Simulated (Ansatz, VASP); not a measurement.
W in VASP and in Ansatz

```
CELL_PARAMETERS angstrom
-1.57172 1.57172 1.57172
1.57172 -1.57172 1.57172
1.57172 1.57172 -1.57172
ATOMIC_POSITIONS crystal
W 0.00000 0.00000 0.00000
```

Change from the starting cell: volume scaled by 0.98.

Alike in both runs: task single point; functional LDA; k mesh 12 × 12 × 12; occupations fermi-dirac, width 0.05 eV; no spin polarisation.

|  | VASP | Ansatz |
| --- | --- | --- |
| version | VASP 6.6.1 | Ansatz 0.2.0 |
| potentials or method | VASP PAW LDA potentials, release 64 (W_sv), cutoff 520 eV | all-electron LAPW, scalar-relativistic |

```tsv
	VASP	Ansatz	Ansatz less VASP
gap on the k mesh at the Fermi level (eV)	none	none	-
pressure (GPa)	-1.0	-2.8	-1.78
```

LDA's correlation is that of Perdew and Zunger in VASP and of Perdew and Wang (1992) in Ansatz. A gap of «none» marks a metal or a gap that the smearing closes. Ansatz ran all-electron here, and VASP with PAW potentials.

Neither program's run includes spin-orbit coupling.
